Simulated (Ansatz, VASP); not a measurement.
**One calculation of Ti, two programs**

INCAR

```
SYSTEM = Ti
PREC     = Accurate       ! precision mode
ENCUT    = 520            ! plane-wave cutoff, eV
EDIFF    = 1E-6           ! SCF threshold, eV
ISMEAR   = 0              ! smearing method
SIGMA    = 0.15           ! smearing width, eV
LREAL    = .False.        ! projectors in reciprocal space
LASPH    = .True.         ! aspherical terms in the spheres
NELM     = 60             ! most SCF steps
ALGO     = Fast           ! electronic algorithm
ISIF     = 2              ! what is computed and relaxed
LWAVE    = .False.        ! write WAVECAR
LCHARG   = .True.         ! write CHGCAR
GGA      = PS             ! functional
LELF     = .True.         ! ELF
LVHAR    = .True.       
NBANDS   = 25             ! bands
```

The input KPOINTS:

```
Automatic mesh
0
Gamma
  12 12 14
  0 0 0
```

The input POSCAR:

```
Ti
1.0
    4.5149169756      0.0000000000      0.0000000000
   -2.2574584878      3.9100327969      0.0000000000
    0.0000000000      0.0000000000      2.7983103216
Ti
3
Direct
    0.0000000000      0.0000000000      0.0000000000
    0.3333333333      0.6666666667      0.5000000000
    0.6666666667      0.3333333333      0.5000000000
```

Input for Ansatz:

```yaml
crystal:
  lattice:
    - [4.5149169756, 0.0, 0.0]
    - [-2.2574584878, 3.9100327969, 0.0]
    - [0.0, 0.0, 2.7983103216]
  atoms:
    - { symbol: Ti, position: [0.0, 0.0, 0.0] }
    - { symbol: Ti, position: [0.3333333333, 0.6666666667, 0.5] }
    - { symbol: Ti, position: [0.6666666667, 0.3333333333, 0.5] }
basis:
  ecutwfc: 520.0
kpoints:
  mp_grid: { grid: [12, 12, 14] }
hamiltonian:
  xc: pbesol
  pseudopotentials: { kind: paw, azcp: { folder: soft_1 } }
scf:
  occupations: { method: gaussian, width: 0.15 }
output:
  forces: true
  stress: true
  eigenvalues: true
```

Alike in both runs: task single point; functional PBEsol; k mesh 12 × 12 × 14; occupations gaussian, width 0.15 eV; no spin polarisation.

|  | VASP | Ansatz |
| --- | --- | --- |
| version | VASP 6.6.1 | Ansatz 0.2.0 |
| potentials or method | VASP PAW PBE potentials, release 64 (Ti_sv), cutoff 520 eV | scalar-relativistic, plane waves, PAW |
| valence electrons in the cell | 36 | 36 |

```csv
,VASP,Ansatz,Ansatz less VASP
gap on the k mesh at the Fermi level (eV),none,none,-
pressure (GPa),-0.3,0.0,+0.31
"traceless stress, the component that is largest in VASP (GPa)",0.08,0.06,-0.014
```

VASP's potentials were made for PBE, not for PBEsol, and Ansatz warns of the same on its side. A gap of «none» marks a metal or a gap that the smearing closes.
